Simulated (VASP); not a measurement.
Crystal: HfO2.

```
Hf O
1.0
     5.08032    0.00000    0.00000
     0.00000    5.16487    0.00000
     0.00000    0.00000    4.89088
Hf O
4 8
Direct
  0.22259 0.78180 0.27207
  0.72259 0.71820 0.72793
  0.77741 0.21820 0.27207
  0.27741 0.28180 0.72793
  0.18682 0.16365 0.10453
  0.68682 0.33635 0.89547
  0.81318 0.83635 0.10453
  0.31318 0.66365 0.89547
  0.00000 0.50000 0.48905
  0.50000 0.00000 0.51095
  0.00000 0.00000 0.57562
  0.50000 0.50000 0.42438
```

Base run:

| Property | Result |
| --- | --- |
| Program | VASP 6.6.1 |
| Functional | PBE |
| Potentials or basis | VASP PAW PBE potentials, release 64 (Hf_pv, O) |
| Cutoff | 520 eV |
| k mesh | 5 × 5 × 6 |
| Occupations | gaussian, width 0.012 eV |
| Spin | no spin polarisation |

Its results: band gap on the k mesh 3.83 eV, direct; pressure 6.5 GPa; largest force 0.106 eV/Å.

The run is repeated on the same cell with these changes: k mesh from 5 × 5 × 6 to 3 × 3 × 3; occupations from gaussian, width 0.012 eV to fermi-dirac, width 0.05 eV. What comes out?

Band gap on the k mesh 4.04 eV, direct; pressure 6.5 GPa; largest force 0.105 eV/Å.

Caveats: some runs use coarse meshes; spin-orbit coupling is left out, which moves the levels of the heavy elements.

A k mesh can miss the band edges.
